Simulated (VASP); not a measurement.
# InP (F-43m) in VASP: notebook, part 2 of 3

VASP 6.6.1. Earlier steps stand in the parts before.

### Step 3. Single point, PBE

Contents of INCAR:

```
ALGO = Normal ; EDIFF = 1E-6
ENCUT = 500 ; GGA = PE
GGA_COMPAT = F ; ISIF = 2
ISMEAR = 0 ; LASPH = T
LCHARG = F ; LREAL = F
LWAVE = F ; NBANDS = 16
NELM = 120 ; PREC = Accurate
SIGMA = 0.01
```

Contents of KPOINTS:

```
k-points
0
Gamma
  8 8 8
```

Contents of POSCAR:

```
InP
1.0
    0.0000000000      2.9541317328      2.9541317328
    2.9541317328      0.0000000000      2.9541317328
    2.9541317328      2.9541317328      0.0000000000
In P
1 1
Direct
    0.0000000000      0.0000000000      0.0000000000
    0.7500000006      0.7500000006      0.7500000006
```

Potentials or basis: VASP PAW PBE potentials, release 64 (In_d, P).

On the command line:

```console
$ cat potpaw_PBE.64/In_d/POTCAR potpaw_PBE.64/P/POTCAR > POTCAR
$ mpirun -np 1 vasp_std > vasp.out
```

OUTCAR:

```text
EDIFF = 1E-6
   ENCUT = 500
   GGA = PE
   ISIF = 2
   ISMEAR = 0
   LASPH = T
   LREAL = F
   NELM = 120
   PREC = Accurate

 ion  position               nearest neighbor table
   1  0.000  0.000  0.000-   2 2.56   2 2.56   2 2.56   2 2.56
   2  0.750  0.750  0.750-   1 2.56   1 2.56   1 2.56   1 2.56

  LATTYP: Found a face centered cubic cell.
 ALAT       =     5.9082634656

  Lattice vectors:

 A1 = (   0.0000000000,   2.9541317328,   2.9541317328)
 A2 = (   2.9541317328,   0.0000000000,   2.9541317328)
 A3 = (   2.9541317328,   2.9541317328,   0.0000000000)

Analysis of symmetry for initial positions (statically):
=====================================================================
 Subroutine PRICEL returns:
 Original cell was already a primitive cell.

 Routine SETGRP: Setting up the symmetry group for a
 face centered cubic supercell.

 Subroutine GETGRP returns: Found 24 space group operations
 (whereof 24 operations were pure point group operations)
 out of a pool of 48 trial point group operations.

The static configuration has the point symmetry T_d .

Analysis of symmetry for dynamics (positions and initial velocities):
=====================================================================
 Subroutine PRICEL returns:
 Original cell was already a primitive cell.

 Routine SETGRP: Setting up the symmetry group for a
 face centered cubic supercell.

 Subroutine GETGRP returns: Found 24 space group operations
 (whereof 24 operations were pure point group operations)
 out of a pool of 48 trial point group operations.

The dynamic configuration has the point symmetry T_d .

 Subroutine INISYM returns: Found 24 space group operations
 (whereof 24 operations are pure point group operations),
 and found     1 'primitive' translations

----------------------------------------------------------------------------------------

                                     Primitive cell

  volume of cell :      51.5608

  direct lattice vectors                    reciprocal lattice vectors
     0.000000000  2.954131733  2.954131733    -0.169254470  0.169254470  0.169254470
     2.954131733  0.000000000  2.954131733     0.169254470 -0.169254470  0.169254470
     2.954131733  2.954131733  0.000000000     0.169254470  0.169254470 -0.169254470

  length of vectors
     4.177773162  4.177773162  4.177773162     0.293157341  0.293157341  0.293157341

  position of ions in fractional coordinates (direct lattice)
     0.000000000  0.000000000  0.000000000
     0.750000001  0.750000001  0.750000001

  ion indices of the primitive-cell ions
   primitive index   ion index
                 1           1
                 2           2

----------------------------------------------------------------------------------------

 KPOINTS: k-points

Automatic generation of k-mesh.
 Grid dimensions read from file:
 generate k-points for:    8    8    8

 Generating k-lattice:

  Cartesian coordinates                     Fractional coordinates (reciprocal lattice)
    -0.021156809  0.021156809  0.021156809     0.125000000  0.000000000  0.000000000
     0.021156809 -0.021156809  0.021156809     0.000000000  0.125000000  0.000000000
     0.021156809  0.021156809 -0.021156809     0.000000000  0.000000000  0.125000000

  Length of vectors
     0.036644668  0.036644668  0.036644668

  Shift w.r.t. Gamma in fractional coordinates (k-lattice)
     0.000000000  0.000000000  0.000000000

 Subroutine IBZKPT returns following result:
 ===========================================

 Found     29 irreducible k-points:

 Following reciprocal coordinates:
            Coordinates               Weight
  0.000000  0.000000  0.000000      1.000000
  0.125000  0.000000  0.000000      8.000000
  0.250000  0.000000  0.000000      8.000000
  0.375000  0.000000  0.000000      8.000000
  0.500000  0.000000  0.000000      4.000000
  0.125000  0.125000  0.000000      6.000000
[... 16 lines left out ...]
  0.500000  0.250000  0.125000     48.000000
 -0.375000  0.250000  0.125000     24.000000
 [... further k-points ...]
   k-points           NKPTS =     29   k-points in BZ     NKDIM =     29   number of bands    NBANDS=     16
   number of dos      NEDOS =    301   number of ions     NIONS =      2
   total plane-waves  NPLWV =  27000
   dimension x,y,z NGX =    30 NGY =   30 NGZ =   30
   dimension x,y,z NGXF=    60 NGYF=   60 NGZF=   60
   ions per type =               1   1
   NGX,Y,Z   is equivalent  to a cutoff of  11.94, 11.94, 11.94 a.u.
   NGXF,Y,Z  is equivalent  to a cutoff of  23.88, 23.88, 23.88 a.u.
 SYSTEM =  unknown system
   PREC   = accura    normal or accurate (medium, high low for compatibility)
   ISTART =      0    job   : 0-new  1-cont  2-samecut
   ICHARG =      2    charge: 1-file 2-atom 10-const
   ISPIN  =      1    spin polarized calculation?
   LNONCOLLINEAR =      F non collinear calculations
   LSORBIT =      F    spin-orbit coupling
   LASPH  =      T    aspherical Exc in radial PAW
   ENCUT  =  500.0 eV  36.75 Ry    6.06 a.u.   7.62  7.62  7.62*2*pi/ulx,y,z
   NELM   =    120;   NELMIN=  2; NELMDL= -5     # of ELM steps
   EDIFF  = 0.1E-05   stopping-criterion for ELM
   LREAL  =      F    real-space projection
   EDIFFG = 0.1E-04   stopping-criterion for IOM
   NSW    =      0    number of steps for IOM
   IBRION =     -1    ionic relax: 0-MD 1-quasi-New 2-CG
   NFREE  =      0    steps in history (QN), initial steepest desc. (CG)
   ISIF   =      2    stress and relaxation
   ISYM   =      2    0-nonsym 1-usesym 2-fastsym
   POTIM  = 0.5000    time-step for ionic-motion
   TEBEG  =    0.0;   TEEND  =   0.0 temperature during run
   PSTRESS=    0.0 pullay stress
   NELECT =      18.0000    total number of electrons
   NUPDOWN=      -1.0000    fix difference up-down
   EMIN   =  10.00;   EMAX   =-10.00  energy-range for DOS
   EFERMI =   0.00;   METHOD = LEGACY
   ISMEAR =     0;   SIGMA  =   0.01  broadening in eV -4-tet -1-fermi 0-gaus
   EFERMI_NEDOS =   21; number of points for ismear=-14 and -15
   IALGO  =     38    algorithm
   IMIX   =      4    mixing-type and parameters
     AMIX     =   0.40;   BMIX     =  1.00
     AMIX_MAG =   1.60;   BMIX_MAG =  1.00
  volume/ion in A,a.u.               =      25.78       173.97
  Fermi-wavevector in a.u.,A,eV,Ry     =   1.152725  2.178335 18.079089  1.328776
  Thomas-Fermi vector in A             =   2.289374
   LORBIT       =      0    0 simple, 1 ext, 2 COOP (PROOUT), +10 PAW based schemes
   GGA     = PE    functional components
   LHFCALC =     F    Hartree Fock is set to
   AEXX    =    0.0000 exact exchange contribution
   IVDW    =     0    specifies the selected vdW correction
   LEPSILON=     F    determine dielectric tensor
   LRPA    =     F    only Hartree local field effects (RPA)
 non-spin polarized calculation
 Gauss-broadening in eV      SIGMA  =   0.01
  energy-cutoff  :      500.00
  volume of cell :       51.56
 maximum number of plane-waves:      1363
   NGX = 15   NGY = 15   NGZ = 15

 number of electron      17.9999996 magnetization

 Free energy of the ion-electron system (eV)
  ---------------------------------------------------
  ext. energy  EPLUGINS =         0.00000000
  ---------------------------------------------------
  free energy    TOTEN  =        -8.39960021 eV

  energy without entropy =       -8.39960021  energy(sigma->0) =       -8.39960021

 E-fermi :   4.9768     XC(G=0):  -9.1766

 val. band max:        4.9286666367   @ k =   0.0000   0.0000   0.0000
 cond. band min:       5.5091059266   @ k =   0.0000   0.0000   0.0000
 fundamental gap:      0.5804392899
 Fermi energy:         4.9768010566

 k-point     1 :       0.0000    0.0000    0.0000
  band No.  band energies     occupation
      1      -9.2115      2.00000
      2      -9.2115      2.00000
      3      -9.2115      2.00000
      4      -9.0711      2.00000
      5      -9.0711      2.00000
      6      -6.4262      2.00000
[... 8 lines left out ...]
     15      14.3396      0.00000
     16      14.3396      0.00000

 k-point     2 :       0.1250    0.0000    0.0000
  band No.  band energies     occupation
      1      -9.2284      2.00000
      2      -9.2045      2.00000
      3      -9.2045      2.00000
      4      -9.0710      2.00000
      5      -9.0710      2.00000
      6      -6.2546      2.00000
[... 8 lines left out ...]
     15      13.7167      0.00000
     16      14.1730      0.00000
[... 387 lines left out ...]
      5      -9.0568      2.00000
      6      -4.7963      2.00000
[... 8 lines left out ...]
     15      15.6733      0.00000
     16      16.2632      0.00000

 k-point    24 :      -0.3750    0.2500    0.1250
  band No.  band energies     occupation
      1      -9.3328      2.00000
      2      -9.1666      2.00000
      3      -9.1483      2.00000
      4      -9.0758      2.00000
      5      -9.0591      2.00000
      6      -4.4764      2.00000
[... 8 lines left out ...]
     15      15.5722      0.00000
     16      16.1671      0.00000

 [... further k-points ...]
[... 5 lines left out ...]
  --------------------------------------------------------------------------------------
  -------------------------------------------------------------------------------------
  Total        0.5065597      0.5065597      0.5065597      0.0000000      0.0000000      0.0000000
  in kB       15.7406120     15.7406120     15.7406120      0.0000000      0.0000000      0.0000000
  external PRESSURE =      15.7406120 kB  Pullay stress =       0.0000000 kB

 VOLUME and BASIS-vectors are now :
 -----------------------------------------------------------------------------
  energy-cutoff  :      500.00
  volume of cell :       51.56
      direct lattice vectors                 reciprocal lattice vectors
     0.000000000  2.954131733  2.954131733    -0.169254470  0.169254470  0.169254470
     2.954131733  0.000000000  2.954131733     0.169254470 -0.169254470  0.169254470
     2.954131733  2.954131733  0.000000000     0.169254470  0.169254470 -0.169254470

 POSITION                                       TOTAL-FORCE (eV/Angst)
 -----------------------------------------------------------------------------------
      0.00000      0.00000      0.00000        -0.000000      0.000000      0.000000
      4.43120      4.43120      4.43120         0.000000     -0.000000     -0.000000
 -----------------------------------------------------------------------------------
    total drift:                               -0.000001     -0.000001     -0.000001

  FREE ENERGIE OF THE ION-ELECTRON SYSTEM (eV)
  ---------------------------------------------------
  free  energy   TOTEN  =        -8.3996002059 eV

  energy  without entropy=       -8.3996002059  energy(sigma->0) =       -8.39960021
```

OSZICAR:

```text
N       E                     dE             d eps       ncg     rms          rms(c)
DAV:   1     0.111626147133E+03    0.11163E+03   -0.82366E+03   936   0.122E+03
DAV:   2    -0.143058457792E+01   -0.11306E+03   -0.10805E+03  1080   0.299E+02
DAV:   3    -0.861757263503E+01   -0.71870E+01   -0.71537E+01  1144   0.735E+01
DAV:   4    -0.880206546757E+01   -0.18449E+00   -0.18444E+00  1208   0.129E+01
DAV:   5    -0.881150462586E+01   -0.94392E-02   -0.94390E-02  1352   0.253E+00    0.546E+00
DAV:   6    -0.842503985289E+01    0.38646E+00   -0.62001E-01  1504   0.125E+01    0.329E+00
DAV:   7    -0.839823769486E+01    0.26802E-01   -0.15527E-01  1328   0.305E+00    0.124E+00
DAV:   8    -0.839874243596E+01   -0.50474E-03   -0.14853E-02  1136   0.143E+00    0.297E-01
DAV:   9    -0.839938028486E+01   -0.63785E-03   -0.13098E-03  1200   0.395E-01    0.148E-01
DAV:  10    -0.839952283602E+01   -0.14255E-03   -0.22663E-04  1376   0.184E-01    0.974E-02
DAV:  11    -0.839960040918E+01   -0.77573E-04   -0.10952E-04  1112   0.865E-02    0.377E-02
DAV:  12    -0.839960020592E+01    0.20326E-06   -0.75184E-06  1152   0.291E-02
   1 F= -.83996002E+01 E0= -.83996002E+01  d E =-.286371E-14
```

stdout:

```text
POSCAR found type information on POSCAR InP
 POSCAR found :  2 types and       2 ions
 scaLAPACK will be used
 LDA part: xc-table for (Slater+PW92), standard interpolation
 POSCAR, INCAR and KPOINTS ok, starting setup
 FFT: planning ... GRIDC
 FFT: planning ... GRID_SOFT
 FFT: planning ... GRID
 WAVECAR not read
 entering main loop
```

Wall time 13 s (1 thread of Intel Xeon Platinum 8559C (Emerald Rapids), shared host); peak memory 0.17 GiB.

What came out:

- Free energy: -8.3996 eV
- Pressure: 1.6 GPa
- Band gap on the k mesh: 0.58 eV

Caveat: spin-orbit coupling is left out, which moves the levels of the heavy elements.

### Step 4. Single point, PBE

Contents of INCAR:

```
SYSTEM = InP
PREC = Accurate
ENCUT = 500
EDIFF = 1E-6
ISMEAR = -1
SIGMA = 0.01
LREAL = .FALSE.
LASPH = .TRUE.
NELM = 120
ALGO = Normal
ISIF = 2
LWAVE = .FALSE.
LCHARG = .TRUE.
GGA = PE
LELF = .TRUE.
LVHAR = .TRUE.
NBANDS = 16
GGA_COMPAT = .FALSE.
```

Contents of KPOINTS:

```
regular mesh
0
G
  8 8 8
  0 0 0
```

POSCAR is that of step 3.

On the command line:

```console
$ cat potpaw_PBE.64/In_d/POTCAR potpaw_PBE.64/P/POTCAR > POTCAR
$ mpirun -np 1 vasp_std > vasp.out
```

It took 13 s on 1 thread of Intel Xeon Platinum 8559C (Emerald Rapids), shared host; peak memory 0.17 GiB.

Results (log left out):

```
Free energy            : -8.3996 eV
Pressure               : 1.6 GPa
Band gap on the k mesh : 0.58 eV
```

Levels at points of the mesh, in eV from the valence-band top:
| k point | band 5 | band 6 | band 7 | band 8 | band 9 | band 10 | band 11 | band 12 | band 13 | band 14 |
| --- | --- | --- | --- | --- | --- | --- | --- | --- | --- | --- |
| (0.00, 0.00, 0.00) | -14.00 | -11.35 | 0.00 | 0.00 | 0.00 | 0.58 | 4.09 | 4.09 | 4.09 | 8.47 |
| (0.50, 0.00, 0.00) | -13.99 | -9.71 | -5.60 | -0.94 | -0.94 | 1.44 | 4.81 | 4.81 | 7.05 | 9.37 |
| (0.50, 0.50, 0.00) | -13.97 | -9.08 | -5.65 | -2.24 | -2.24 | 1.80 | 2.27 | 9.06 | 9.43 | 9.43 |

Caveat: spin-orbit coupling is left out, which moves the levels of the heavy elements.

[end of part 2 of 3]
